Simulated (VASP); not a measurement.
# MgS (P6_3/mmc) in VASP: a series of runs

The runs below take MgS through single point, with LDA, PBE, PBEsol, r2SCAN.

Everything below comes from runs of VASP 6.6.1. Logs are shortened: lines on timing, memory, paths and dates and some standing lists are left out, and cuts for length are marked.

## Step 1: The cell of the first run

The structure is hexagonal, space group P6_3/mmc (No. 194). The conventional cell has a = 4.249 Å, b = 4.249 Å, c = 5.200 Å, α = 90.00°, β = 90.00°, γ = 120.00°. Mg (site symmetry -6m2) has 5 S at 2.45 to 2.60 Å within 3.2 Å. S (site symmetry -6m2) has 5 Mg at 2.45 to 2.60 Å within 3.2 Å.

## Step 2: Single point, LDA

Input file INCAR:

```
SYSTEM = MgS
ALGO = Normal ; EDIFF = 1E-6
ENCUT = 520 ; ISIF = 2
ISMEAR = -1 ; LASPH = .True.
LCHARG = .True. ; LELF = .True.
LREAL = .False. ; LVHAR = .True.
LWAVE = .False. ; NBANDS = 16
NELM = 80 ; PREC = Accurate
SIGMA = 0.02
```

Input file KPOINTS:

```
k-points
0
Gamma
  6 6 4
  0 0 0
```

Input file POSCAR:

```
MgS
1.0
    4.2487572488      0.0000000000      0.0000000000
   -2.1243786244      3.6795317120      0.0000000000
    0.0000000000      0.0000000000      5.1995157958
Mg S
2 2
Direct
    0.3333333333      0.6666666667      0.2500000000
    0.6666666667      0.3333333333      0.7500000000
    0.6666666667      0.3333333333      0.2500000000
    0.3333333333      0.6666666667      0.7500000000
```

Potentials or basis: VASP PAW LDA potentials, release 64 (Mg, S).

Started as:

```bash
$ cat potpaw_LDA.64/Mg/POTCAR potpaw_LDA.64/S/POTCAR > POTCAR
$ mpirun -np 1 vasp_std > vasp.out
```

OUTCAR:

```text
SYSTEM = MgS
   EDIFF = 1E-6
   ENCUT = 520
   ISIF = 2
   ISMEAR = -1
   LASPH = .True.
   LREAL = .False.
   NELM = 80
   PREC = Accurate

 ion  position               nearest neighbor table
   1  0.333  0.667  0.250-   3 2.45   3 2.45   3 2.45   4 2.60   4 2.60   2 3.57   2 3.57   2 3.57
                             2 3.57   2 3.57   2 3.57
   2  0.667  0.333  0.750-   4 2.45   4 2.45   4 2.45   3 2.60   3 2.60   1 3.57   1 3.57   1 3.57
                             1 3.57   1 3.57   1 3.57
   3  0.667  0.333  0.250-   1 2.45   1 2.45   1 2.45   2 2.60   2 2.60
   4  0.333  0.667  0.750-   2 2.45   2 2.45   2 2.45   1 2.60   1 2.60

  LATTYP: Found a hexagonal cell.
 ALAT       =     4.2487572488
 C/A-ratio  =     1.2237733274

  Lattice vectors:

 A1 = (   4.2487572488,   0.0000000000,   0.0000000000)
 A2 = (  -2.1243786244,   3.6795317120,   0.0000000000)
 A3 = (   0.0000000000,   0.0000000000,   5.1995157958)

Analysis of symmetry for initial positions (statically):
=====================================================================
 Subroutine PRICEL returns:
 Original cell was already a primitive cell.

 Routine SETGRP: Setting up the symmetry group for a
 hexagonal supercell.

 Subroutine GETGRP returns: Found 24 space group operations
 (whereof 12 operations were pure point group operations)
 out of a pool of 24 trial point group operations.

The static configuration has the point symmetry D_3d.
 The point group associated with its full space group is D_6h.

Analysis of symmetry for dynamics (positions and initial velocities):
=====================================================================
 Subroutine PRICEL returns:
 Original cell was already a primitive cell.

 Routine SETGRP: Setting up the symmetry group for a
 hexagonal supercell.

 Subroutine GETGRP returns: Found 24 space group operations
 (whereof 12 operations were pure point group operations)
 out of a pool of 24 trial point group operations.

The dynamic configuration has the point symmetry D_3d.
 The point group associated with its full space group is D_6h.

 Subroutine INISYM returns: Found 24 space group operations
 (whereof 12 operations are pure point group operations),
 and found     1 'primitive' translations

----------------------------------------------------------------------------------------

                                     Primitive cell

  volume of cell :      81.2863

  direct lattice vectors                    reciprocal lattice vectors
     4.248757249  0.000000000  0.000000000     0.235362941  0.135886857  0.000000000
    -2.124378624  3.679531712  0.000000000     0.000000000  0.271773714  0.000000000
     0.000000000  0.000000000  5.199515796     0.000000000  0.000000000  0.192325601

  length of vectors
     4.248757249  4.248757249  5.199515796     0.271773714  0.271773714  0.192325601

  position of ions in fractional coordinates (direct lattice)
     0.333333333  0.666666667  0.250000000
     0.666666667  0.333333333  0.750000000
     0.666666667  0.333333333  0.250000000
     0.333333333  0.666666667  0.750000000

  ion indices of the primitive-cell ions
   primitive index   ion index
                 1           1
                 2           2
                 3           3
                 4           4

----------------------------------------------------------------------------------------

 KPOINTS: k-points

Automatic generation of k-mesh.
 Grid dimensions read from file:
 generate k-points for:    6    6    4

 Generating k-lattice:

  Cartesian coordinates                     Fractional coordinates (reciprocal lattice)
     0.039227157  0.022647810  0.000000000     0.166666667  0.000000000  0.000000000
     0.000000000  0.045295619  0.000000000     0.000000000  0.166666667  0.000000000
     0.000000000  0.000000000  0.048081400     0.000000000  0.000000000  0.250000000

  Length of vectors
     0.045295619  0.045295619  0.048081400

  Shift w.r.t. Gamma in fractional coordinates (k-lattice)
     0.000000000  0.000000000  0.000000000

 Subroutine IBZKPT returns following result:
 ===========================================

 Found     21 irreducible k-points:

 Following reciprocal coordinates:
            Coordinates               Weight
  0.000000  0.000000  0.000000      1.000000
  0.166667  0.000000  0.000000      6.000000
  0.333333 -0.000000  0.000000      6.000000
  0.500000 -0.000000  0.000000      3.000000
  0.166667  0.166667  0.000000      6.000000
  0.333333  0.166667  0.000000     12.000000
[... 13 lines left out ...]
  0.333333  0.166667  0.500000     12.000000
  0.333333  0.333333  0.500000      2.000000
   k-points           NKPTS =     21   k-points in BZ     NKDIM =     21   number of bands    NBANDS=     16
   number of dos      NEDOS =    301   number of ions     NIONS =      4
   total plane-waves  NPLWV =  40960
   dimension x,y,z NGX =    32 NGY =   32 NGZ =   40
   dimension x,y,z NGXF=    64 NGYF=   64 NGZF=   80
   ions per type =               2   2
   NGX,Y,Z   is equivalent  to a cutoff of  12.52, 12.52, 12.79 a.u.
   NGXF,Y,Z  is equivalent  to a cutoff of  25.04, 25.04, 25.58 a.u.
 SYSTEM =  MgS
   PREC   = accura    normal or accurate (medium, high low for compatibility)
   ISTART =      0    job   : 0-new  1-cont  2-samecut
   ICHARG =      2    charge: 1-file 2-atom 10-const
   ISPIN  =      1    spin polarized calculation?
   LNONCOLLINEAR =      F non collinear calculations
   LSORBIT =      F    spin-orbit coupling
   LASPH  =      T    aspherical Exc in radial PAW
   ENCUT  =  520.0 eV  38.22 Ry    6.18 a.u.   7.90  7.90  9.67*2*pi/ulx,y,z
   NELM   =     80;   NELMIN=  2; NELMDL= -5     # of ELM steps
   EDIFF  = 0.1E-05   stopping-criterion for ELM
   LREAL  =      F    real-space projection
   EDIFFG = 0.1E-04   stopping-criterion for IOM
   NSW    =      0    number of steps for IOM
   IBRION =     -1    ionic relax: 0-MD 1-quasi-New 2-CG
   NFREE  =      0    steps in history (QN), initial steepest desc. (CG)
   ISIF   =      2    stress and relaxation
   ISYM   =      2    0-nonsym 1-usesym 2-fastsym
   POTIM  = 0.5000    time-step for ionic-motion
   TEBEG  =    0.0;   TEEND  =   0.0 temperature during run
   PSTRESS=    0.0 pullay stress
   NELECT =      16.0000    total number of electrons
   NUPDOWN=      -1.0000    fix difference up-down
   EMIN   =  10.00;   EMAX   =-10.00  energy-range for DOS
   EFERMI =   0.00;   METHOD = LEGACY
   ISMEAR =    -1;   SIGMA  =   0.02  broadening in eV -4-tet -1-fermi 0-gaus
   EFERMI_NEDOS =   21; number of points for ismear=-14 and -15
   IALGO  =     38    algorithm
   IMIX   =      4    mixing-type and parameters
     AMIX     =   0.40;   BMIX     =  1.00
     AMIX_MAG =   1.60;   BMIX_MAG =  1.00
  volume/ion in A,a.u.               =      20.32       137.14
  Fermi-wavevector in a.u.,A,eV,Ry     =   0.952304  1.799594 12.338896  0.906883
  Thomas-Fermi vector in A             =   2.080855
   LORBIT       =      0    0 simple, 1 ext, 2 COOP (PROOUT), +10 PAW based schemes
   GGA     = CA    functional components
   LHFCALC =     F    Hartree Fock is set to
   AEXX    =    0.0000 exact exchange contribution
   IVDW    =     0    specifies the selected vdW correction
   LEPSILON=     F    determine dielectric tensor
   LRPA    =     F    only Hartree local field effects (RPA)
 non-spin polarized calculation
  energy-cutoff  :      520.00
  volume of cell :       81.29
 maximum number of plane-waves:      2212
 NGX is ok and might be reduce to    32
   NGX = 15   NGY = 15   NGZ = 19

 number of electron      16.0000000 magnetization

 Free energy of the ion-electron system (eV)
  ---------------------------------------------------
  ext. energy  EPLUGINS =         0.00000000
  ---------------------------------------------------
  free energy    TOTEN  =       -18.82228578 eV

  energy without entropy =      -18.82228578  energy(sigma->0) =      -18.82228578

 E-fermi :   2.9394     XC(G=0):  -9.1937

 val. band max:        2.5043805032   @ k =   0.0000   0.0000   0.0000
 cond. band min:       5.3577865909   @ k =   0.0000   0.0000   0.0000
 fundamental gap:      2.8534060877
 Fermi energy:         2.9393821013

 k-point     1 :       0.0000    0.0000    0.0000
  band No.  band energies     occupation
      1      -9.9765      2.00000
      2      -8.3428      2.00000
      3      -1.5675      2.00000
      4       0.3845      2.00000
      5       0.3845      2.00000
      6       1.6087      2.00000
[... 8 lines left out ...]
     15      10.2618      0.00000
     16      10.2618      0.00000

 k-point     2 :       0.1667    0.0000    0.0000
  band No.  band energies     occupation
      1      -9.8375      2.00000
      2      -8.3697      2.00000
      3      -1.3758      2.00000
      4      -0.1570      2.00000
      5       0.1678      2.00000
      6       0.9976      2.00000
[... 8 lines left out ...]
     15       9.9883      0.00000
     16      10.8634      0.00000

 k-point     3 :       0.3333   -0.0000    0.0000
  band No.  band energies     occupation
      1      -9.4840      2.00000
      2      -8.4970      2.00000
      3      -0.9983      2.00000
      4      -0.8511      2.00000
      5      -0.1646      2.00000
      6       0.1868      2.00000
[... 8 lines left out ...]
     15      10.4308      0.00000
     16      12.4642      0.00000

 k-point     4 :       0.5000   -0.0000    0.0000
  band No.  band energies     occupation
      1      -9.2051      2.00000
      2      -8.6622      2.00000
      3      -1.3437      2.00000
      4      -0.3785      2.00000
      5      -0.3022      2.00000
      6      -0.1328      2.00000
[... 8 lines left out ...]
     15      12.6084      0.00000
     16      12.9907      0.00000
[... 267 lines left out ...]
 k-point    19 :       0.1667    0.1667    0.5000
  band No.  band energies     occupation
      1      -9.0328      2.00000
      2      -9.0328      2.00000
      3      -1.2937      2.00000
      4      -1.2937      2.00000
      5       0.4643      2.00000
      6       0.4643      2.00000
[... 8 lines left out ...]
     15      10.6157      0.00000
     16      10.6157      0.00000

 k-point    20 :       0.3333    0.1667    0.5000
  band No.  band energies     occupation
      1      -8.8857      2.00000
      2      -8.8857      2.00000
      3      -1.7791      2.00000
      4      -1.7791      2.00000
      5       0.0644      2.00000
      6       0.0644      2.00000
[... 8 lines left out ...]
     15      11.4368      0.00000
     16      11.4368      0.00000

 k-point    21 :       0.3333    0.3333    0.5000
  band No.  band energies     occupation
      1      -8.8354      2.00000
      2      -8.8354      2.00000
      3      -1.7894      2.00000
      4      -1.7894      2.00000
      5      -0.3651      2.00000
      6      -0.3651      2.00000
[... 8 lines left out ...]
     15      10.8732      0.00000
     16      10.8732      0.00000

------------------------ aborting loop because EDIFF is reached ----------------------------------------

  FORCE on cell =-STRESS in cart. coord.  units (eV):
  Direction    XX          YY          ZZ          XY          YZ          ZX
  --------------------------------------------------------------------------------------
  -------------------------------------------------------------------------------------
  Total       -0.1940656     -0.1940656     -0.1606548      0.0000000     -0.0000000      0.0000000
  in kB       -3.8250919     -3.8250919     -3.1665532      0.0000000     -0.0000000      0.0000000
  external PRESSURE =      -3.6055790 kB  Pullay stress =       0.0000000 kB

 VOLUME and BASIS-vectors are now :
 -----------------------------------------------------------------------------
  energy-cutoff  :      520.00
  volume of cell :       81.29
      direct lattice vectors                 reciprocal lattice vectors
     4.248757249  0.000000000  0.000000000     0.235362941  0.135886857  0.000000000
    -2.124378624  3.679531712  0.000000000     0.000000000  0.271773714  0.000000000
     0.000000000  0.000000000  5.199515796     0.000000000  0.000000000  0.192325601

 POSITION                                       TOTAL-FORCE (eV/Angst)
 -----------------------------------------------------------------------------------
     -0.00000      2.45302      1.29988         0.000000      0.000000     -0.000000
      2.12438      1.22651      3.89964         0.000000      0.000000      0.000000
      2.12438      1.22651      1.29988        -0.000000     -0.000000     -0.000000
     -0.00000      2.45302      3.89964         0.000000      0.000000     -0.000000
 -----------------------------------------------------------------------------------
    total drift:                               -0.000000      0.000000      0.000000

  FREE ENERGIE OF THE ION-ELECTRON SYSTEM (eV)
  ---------------------------------------------------
  free  energy   TOTEN  =       -18.8222857827 eV

  energy  without entropy=      -18.8222857827  energy(sigma->0) =      -18.82228578
```

It took 12 s on 1 thread of Intel Xeon 6975P-C (Granite Rapids), shared host; peak memory 0.17 GiB.

What came out:

```
Free energy            : -18.8223 eV
Pressure               : -0.4 GPa
Band gap on the k mesh : 2.85 eV, direct
```

A k mesh can miss the band edges. Expect the measured gap to be larger: semilocal functionals such as LDA lack the derivative discontinuity.

(Continued in part 2 of 2.)
